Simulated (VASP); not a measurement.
# W (Fm-3m) in VASP: a series of runs, part 2 of 2

VASP 6.6.1.

**5. Single point, RPBE**

This run uses another cell than the first one, of 16.34 Å³/atom, 0.975 times its volume.

Contents of INCAR:

```
PREC = Accurate
ENCUT = 520
EDIFF = 1E-7
ISMEAR = -1
SIGMA = 0.1
LREAL = F
LASPH = T
NELM = 60
ALGO = Normal
ISIF = 2
LWAVE = F
LCHARG = F
GGA = RP
NBANDS = 13
```

Contents of KPOINTS:

```
Automatic mesh
0
Gamma
  5 5 5
```

Contents of POSCAR:

```
W
1.0
    0.0000000000      2.0140474801      2.0140474801
    2.0140474801      0.0000000000      2.0140474801
    2.0140474801      2.0140474801      0.0000000000
W
1
Direct
    0.0000000000      0.0000000000      0.0000000000
```

Potentials or basis: VASP PAW PBE potentials, release 64 (W_sv).

Launch:

```sh
> cat potpaw_PBE.64/W_sv/POTCAR > POTCAR
> mpirun -np 1 vasp_std > vasp.out
```

OUTCAR:

```text
PREC = Accurate
   ENCUT = 520
   EDIFF = 1E-7
   ISMEAR = -1
   LREAL = F
   LASPH = T
   NELM = 60
   ISIF = 2
   GGA = RP

 ion  position               nearest neighbor table
   1  0.000  0.000  0.000-

  LATTYP: Found a face centered cubic cell.
 ALAT       =     4.0280949602

  Lattice vectors:

 A1 = (   0.0000000000,   2.0140474801,   2.0140474801)
 A2 = (   2.0140474801,   0.0000000000,   2.0140474801)
 A3 = (   2.0140474801,   2.0140474801,   0.0000000000)

Analysis of symmetry for initial positions (statically):
=====================================================================
 Subroutine PRICEL returns:
 Original cell was already a primitive cell.

 Routine SETGRP: Setting up the symmetry group for a
 face centered cubic supercell.

 Subroutine GETGRP returns: Found 48 space group operations
[... 9 lines left out ...]

 Routine SETGRP: Setting up the symmetry group for a
 face centered cubic supercell.

 Subroutine GETGRP returns: Found 48 space group operations
[... 11 lines left out ...]
                                     Primitive cell

  volume of cell :      16.3395

  direct lattice vectors                    reciprocal lattice vectors
     0.000000000  2.014047480  2.014047480    -0.248256312  0.248256312  0.248256312
     2.014047480  0.000000000  2.014047480     0.248256312 -0.248256312  0.248256312
     2.014047480  2.014047480  0.000000000     0.248256312  0.248256312 -0.248256312

  length of vectors
     2.848293262  2.848293262  2.848293262     0.429992546  0.429992546  0.429992546

  position of ions in fractional coordinates (direct lattice)
     0.000000000  0.000000000  0.000000000

  ion indices of the primitive-cell ions
   primitive index   ion index
                 1           1

----------------------------------------------------------------------------------------

 KPOINTS: Automatic mesh

Automatic generation of k-mesh.
 Grid dimensions read from file:
 generate k-points for:    5    5    5

 Generating k-lattice:

  Cartesian coordinates                     Fractional coordinates (reciprocal lattice)
    -0.049651262  0.049651262  0.049651262     0.200000000  0.000000000  0.000000000
     0.049651262 -0.049651262  0.049651262     0.000000000  0.200000000  0.000000000
     0.049651262  0.049651262 -0.049651262     0.000000000  0.000000000  0.200000000

  Length of vectors
     0.085998509  0.085998509  0.085998509

  Shift w.r.t. Gamma in fractional coordinates (k-lattice)
     0.000000000  0.000000000  0.000000000

 Subroutine IBZKPT returns following result:
 ===========================================

 Found     10 irreducible k-points:

 Following reciprocal coordinates:
            Coordinates               Weight
  0.000000  0.000000  0.000000      1.000000
  0.200000  0.000000  0.000000      8.000000
  0.400000  0.000000  0.000000      8.000000
  0.200000  0.200000  0.000000      6.000000
  0.400000  0.200000  0.000000     24.000000
 -0.400000  0.200000  0.000000     24.000000
 -0.200000  0.200000  0.000000     12.000000
  0.400000  0.400000  0.000000      6.000000
 -0.400000  0.400000  0.000000     12.000000
 -0.400000  0.400000  0.200000     24.000000
   k-points           NKPTS =     10   k-points in BZ     NKDIM =     10   number of bands    NBANDS=     13
   number of dos      NEDOS =    301   number of ions     NIONS =      1
   total plane-waves  NPLWV =  13824
   dimension x,y,z NGX =    24 NGY =   24 NGZ =   24
   dimension x,y,z NGXF=    48 NGYF=   48 NGZF=   48
   ions per type =               1
   NGX,Y,Z   is equivalent  to a cutoff of  14.01, 14.01, 14.01 a.u.
   NGXF,Y,Z  is equivalent  to a cutoff of  28.02, 28.02, 28.02 a.u.
 SYSTEM =  unknown system
   PREC   = accura    normal or accurate (medium, high low for compatibility)
   ISTART =      0    job   : 0-new  1-cont  2-samecut
   ICHARG =      2    charge: 1-file 2-atom 10-const
   ISPIN  =      1    spin polarized calculation?
   LNONCOLLINEAR =      F non collinear calculations
   LSORBIT =      F    spin-orbit coupling
   LASPH  =      T    aspherical Exc in radial PAW
   ENCUT  =  520.0 eV  38.22 Ry    6.18 a.u.   5.30  5.30  5.30*2*pi/ulx,y,z
   NELM   =     60;   NELMIN=  2; NELMDL= -5     # of ELM steps
   EDIFF  = 0.1E-06   stopping-criterion for ELM
   LREAL  =      F    real-space projection
   EDIFFG = 0.1E-05   stopping-criterion for IOM
   NSW    =      0    number of steps for IOM
   IBRION =     -1    ionic relax: 0-MD 1-quasi-New 2-CG
   NFREE  =      0    steps in history (QN), initial steepest desc. (CG)
   ISIF   =      2    stress and relaxation
   ISYM   =      2    0-nonsym 1-usesym 2-fastsym
   POTIM  = 0.5000    time-step for ionic-motion
   TEBEG  =    0.0;   TEEND  =   0.0 temperature during run
   PSTRESS=    0.0 pullay stress
   NELECT =      14.0000    total number of electrons
   NUPDOWN=      -1.0000    fix difference up-down
   EMIN   =  10.00;   EMAX   =-10.00  energy-range for DOS
   EFERMI =   0.00;   METHOD = LEGACY
   ISMEAR =    -1;   SIGMA  =   0.10  broadening in eV -4-tet -1-fermi 0-gaus
   EFERMI_NEDOS =   21; number of points for ismear=-14 and -15
   IALGO  =     38    algorithm
   IMIX   =      4    mixing-type and parameters
     AMIX     =   0.40;   BMIX     =  1.00
     AMIX_MAG =   1.60;   BMIX_MAG =  1.00
  volume/ion in A,a.u.               =      16.34       110.26
  Fermi-wavevector in a.u.,A,eV,Ry     =   1.554907  2.938349 32.895301  2.417736
  Thomas-Fermi vector in A             =   2.658925
   LORBIT       =      0    0 simple, 1 ext, 2 COOP (PROOUT), +10 PAW based schemes
   GGA     = RP    functional components
   LHFCALC =     F    Hartree Fock is set to
   AEXX    =    0.0000 exact exchange contribution
   IVDW    =     0    specifies the selected vdW correction
   LEPSILON=     F    determine dielectric tensor
   LRPA    =     F    only Hartree local field effects (RPA)
 non-spin polarized calculation
  energy-cutoff  :      520.00
  volume of cell :       16.34
 maximum number of plane-waves:       459
 NGX is ok and might be reduce to    24
   NGX = 11   NGY = 11   NGZ = 11

 number of electron      14.0000001 magnetization

 Free energy of the ion-electron system (eV)
  ---------------------------------------------------
  ext. energy  EPLUGINS =         0.00000000
  ---------------------------------------------------
  free energy    TOTEN  =       -11.96123757 eV

  energy without entropy =      -11.92710443  energy(sigma->0) =      -11.94417100

 E-fermi :  10.9558     XC(G=0): -13.4071

 val. band max:       10.5530919937   @ k =   0.2000   0.0000   0.0000
 cond. band min:      11.0739831036   @ k =   0.2000   0.2000   0.0000
 fundamental gap:      0.5208911099
 Fermi energy:        10.9557702924

 k-point     1 :       0.0000    0.0000    0.0000
  band No.  band energies     occupation
      1     -63.0594      2.00000
      2     -26.6823      2.00000
      3     -26.6823      2.00000
      4     -26.6823      2.00000
      5       1.6175      2.00000
      6      10.0745      1.99970
      7      10.0745      1.99970
      8      10.0745      1.99970
      9      13.2358      0.00000
     10      13.2358      0.00000
     11      23.3800      0.00000
     12      28.6560      0.00000
     13      28.6560      0.00000

 k-point     2 :       0.2000    0.0000    0.0000
  band No.  band energies     occupation
      1     -63.0222      2.00000
      2     -27.1013      2.00000
      3     -26.7366      2.00000
      4     -26.7366      2.00000
      5       3.1843      2.00000
      6       9.1806      2.00000
      7      10.5531      1.96496
      8      10.5531      1.96496
      9      13.0152      0.00000
     10      13.0152      0.00000
     11      24.5249      0.00000
     12      26.7071      0.00000
     13      31.6886      0.00000
[... 97 lines left out ...]
 k-point     9 :      -0.4000    0.4000    0.0000
  band No.  band energies     occupation
      1     -62.9169      2.00000
      2     -27.6485      2.00000
      3     -27.2818      2.00000
      4     -27.0438      2.00000
      5       5.9225      2.00000
      6       6.9355      2.00000
      7      11.1714      0.20748
      8      13.8834      0.00000
      9      15.6965      0.00000
     10      19.0667      0.00000
     11      19.8753      0.00000
     12      24.7236      0.00000
     13      25.4735      0.00000

 k-point    10 :      -0.4000    0.4000    0.2000
  band No.  band energies     occupation
      1     -62.9245      2.00000
      2     -27.5606      2.00000
      3     -27.2924      2.00000
      4     -27.0329      2.00000
      5       6.9711      2.00000
      6       7.8624      2.00000
      7       8.7573      2.00000
      8      12.6717      0.00000
      9      15.1890      0.00000
     10      18.5122      0.00000
     11      22.3262      0.00000
     12      23.6807      0.00000
     13      27.0938      0.00000

------------------------ aborting loop because EDIFF is reached ----------------------------------------

  FORCE on cell =-STRESS in cart. coord.  units (eV):
  Direction    XX          YY          ZZ          XY          YZ          ZX
  --------------------------------------------------------------------------------------
  -------------------------------------------------------------------------------------
  Total        0.5638010      0.5638010      0.5638010     -0.0000000     -0.0000000      0.0000000
  in kB       55.2837231     55.2837231     55.2837231     -0.0000000     -0.0000000      0.0000000
  external PRESSURE =      55.2837231 kB  Pullay stress =       0.0000000 kB

 VOLUME and BASIS-vectors are now :
 -----------------------------------------------------------------------------
  energy-cutoff  :      520.00
  volume of cell :       16.34
      direct lattice vectors                 reciprocal lattice vectors
     0.000000000  2.014047480  2.014047480    -0.248256312  0.248256312  0.248256312
     2.014047480  0.000000000  2.014047480     0.248256312 -0.248256312  0.248256312
     2.014047480  2.014047480  0.000000000     0.248256312  0.248256312 -0.248256312

 POSITION                                       TOTAL-FORCE (eV/Angst)
 -----------------------------------------------------------------------------------
      0.00000      0.00000      0.00000        -0.000000     -0.000000     -0.000000
 -----------------------------------------------------------------------------------
    total drift:                               -0.000000     -0.000000      0.000000

  FREE ENERGIE OF THE ION-ELECTRON SYSTEM (eV)
  ---------------------------------------------------
  free  energy   TOTEN  =       -11.9612375691 eV

  energy  without entropy=      -11.9271044328  energy(sigma->0) =      -11.94417100
```

stdout:

```text
POSCAR found type information on POSCAR W
 POSCAR found :  1 types and       1 ions
 scaLAPACK will be used
 -----------------------------------------------------------------------------
|                                                                             |
|                                                                             |
|     You enforced a specific xc type in the INCAR file but a different       |
|     I HOPE YOU KNOW WHAT YOU ARE DOING!                                     |
|                                                                             |
 -----------------------------------------------------------------------------

 LDA part: xc-table for (Slater+PW92), standard interpolation
 POSCAR, INCAR and KPOINTS ok, starting setup
 FFT: planning ... GRIDC
 FFT: planning ... GRID_SOFT
 FFT: planning ... GRID
 WAVECAR not read
 entering main loop
```

Wall time 5.7 s (1 thread of AMD EPYC 7R13, shared host); peak memory 0.11 GiB.

What came out:

```
Free energy            : -11.9612 eV
Pressure               : 5.5 GPa
Band gap on the k mesh : zero (band 7 reaches 12.17 eV, above the bottom of band 8 at 10.07 eV)
```

Levels at points of the mesh, in eV from the Fermi level:
```tsv
k point	band 4	band 5	band 6	band 7	band 8	band 9	band 10	band 11
(0.00, 0.00, 0.00)	-37.64	-9.34	-0.88	-0.88	-0.88	2.28	2.28	12.42
```

Caveat: the k points lie up to 0.54 Å⁻¹ apart; the PAW data sets were made with another functional, which shifts forces and pressure a little; spin-orbit coupling is left out, which moves the levels of the heavy elements.

**6. Single point, RPBE**

This run uses another cell than the first one, of 16.08 Å³/atom, 0.960 times its volume.

Contents of INCAR:

```
PREC = Accurate ; ENCUT = 520
EDIFF = 1E-6 ; ISMEAR = -1
SIGMA = 0.1 ; LREAL = False
LASPH = True ; NELM = 60
ALGO = Normal ; ISIF = 2
LWAVE = False ; LCHARG = False
GGA = RP ; NBANDS = 13
```

Contents of KPOINTS:

```
regular mesh
0
Gamma
  5 5 5
```

Contents of POSCAR:

```
W
1.0
    0.0000000000      2.0032858869      2.0032858869
    2.0032858869      0.0000000000      2.0032858869
    2.0032858869      2.0032858869      0.0000000000
W
1
Direct
    0.0000000000      0.0000000000      0.0000000000
```

Potentials or basis: VASP PAW PBE potentials, release 64 (W_sv).

Launch:

```sh
> cat potpaw_PBE.64/W_sv/POTCAR > POTCAR
> mpirun -np 1 vasp_std > vasp.out
```

Wall time 5.8 s (1 thread of AMD EPYC 7R13, shared host); peak memory 0.11 GiB.

The run converged. Its results:

| Item | Value |
| --- | --- |
| Free energy | -11.9481 eV |
| Pressure | 10.6 GPa |
| Band gap on the k mesh | zero (band 7 reaches 12.46 eV, above the bottom of band 8 at 10.28 eV) |

Levels at points of the mesh, in eV from the Fermi level:
```csv
k point,band 3,band 4,band 5,band 6,band 7,band 8,band 9,band 10,band 11,band 12
"(0.00, 0.00, 0.00)",-37.59,-37.59,-9.42,-0.91,-0.91,-0.91,2.33,2.33,12.44,17.80
```

Caveat: the k points lie up to 0.54 Å⁻¹ apart; the PAW data sets were made with another functional, which shifts forces and pressure a little; spin-orbit coupling is left out, which moves the levels of the heavy elements.

**7. Summary**

| cell | gap on the mesh (eV) | pressure (GPa) |
| --- | --- | --- |
| a = 2.872 Å, angles 60.0°, 1 atom | none | -1.6 |
| a = 2.865 Å, angles 60.0°, 1 atom | none | 0.4 |
| a = 2.858 Å, angles 60.0°, 1 atom | none | 2.5 |
| a = 2.848 Å, angles 60.0°, 1 atom | none | 5.5 |
| a = 2.833 Å, angles 60.0°, 1 atom | none | 10.6 |

Alike in all rows: task single point; level RPBE; potentials or basis VASP PAW PBE potentials, release 64 (W_sv); no spin polarisation; k mesh 5 × 5 × 5; cutoff (eV) 520; smearing fermi-dirac 0.1 eV.

Caveats: all runs use coarse meshes; the PAW data sets were made with another functional, which shifts forces and pressure a little; spin-orbit coupling is left out, which moves the levels of the heavy elements.

Absolute energies hang on the potentials; compare differences alone.
